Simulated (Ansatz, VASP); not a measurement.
Pt in VASP and in Ansatz

File POSCAR:

```
Pt
1.0
    2.8149583939      0.0000000000      0.0000000000
   -1.4074791970      2.4378254797      0.0000000000
    0.0000000000      0.0000000000      4.9083138610
Pt
2
Direct
    0.6666666667      0.3333333333      0.7500000000
    0.3333333333      0.6666666667      0.2500000000
```

File INCAR.step1:

```
PREC = Accurate
ENCUT = 520
ISMEAR = 0
SIGMA = 0.15
LREAL = False
LASPH = True
NELM = 80
NBANDS = 17
GGA = PE
ALGO = Normal
EDIFF = 1E-4
LWAVE = True
LCHARG = False
```

INCAR.step2

```
PREC = Accurate
ENCUT = 520
EDIFF = 1E-6
ISMEAR = 0
SIGMA = 0.15
LREAL = False
LASPH = True
NELM = 80
ALGO = Normal
ISIF = 2
LWAVE = False
LCHARG = False
METAGGA = R2SCAN
LMIXTAU = True
NBANDS = 17
ISTART = 1
```

KPOINTS

```
Automatic mesh
0
Gamma
  24 24 12
```

Input for Ansatz:

```yaml
crystal:
  lattice:
    - [2.8149583939, 0.0, 0.0]
    - [-1.407479197, 2.4378254797, 0.0]
    - [0.0, 0.0, 4.908313861]
  atoms:
    - { symbol: Pt, position: [0.6666666667, 0.3333333333, 0.75] }
    - { symbol: Pt, position: [0.3333333333, 0.6666666667, 0.25] }
basis:
  ecutwfc: 500
kpoints:
  mp_grid: { grid: [24, 24, 12] }
hamiltonian:
  xc: r2scan
scf:
  occupations: { method: gaussian, width: 0.15 }
output:
  forces: true
  stress: true
  eigenvalues: true
```

Change from the starting cell: strain +0.030 along x and y, +0.030 along z, atoms carried along.

Alike in both runs: task single point; functional r2SCAN; k mesh 24 × 24 × 12; occupations gaussian, width 0.15 eV; no spin polarisation.

```csv
,VASP,Ansatz
version,VASP 6.6.1,Ansatz 0.2.0
potentials or method,"VASP PAW PBE potentials, release 64 (Pt), cutoff 520 eV","scalar-relativistic, plane waves, PAW"
valence electrons in the cell,20,36
```

VASP gave:

* gap on the k mesh at the Fermi level (eV): none
* pressure (GPa): -18.1
* traceless stress, the component that is largest in VASP (GPa): 1.47

**Question.** Estimate Ansatz's values.

**Answer.** gap on the k mesh at the Fermi level (eV): none; pressure (GPa): -18.4; traceless stress, the component that is largest in VASP (GPa): 1.67.

VASP's potentials were made for PBE, not for r2SCAN. A gap of «none» marks a metal or a gap that the smearing closes. VASP's potentials hold 20 valence electrons a cell and Ansatz's 36, so a difference there can come from the potentials and not from the codes.

Spin-orbit coupling is off throughout.
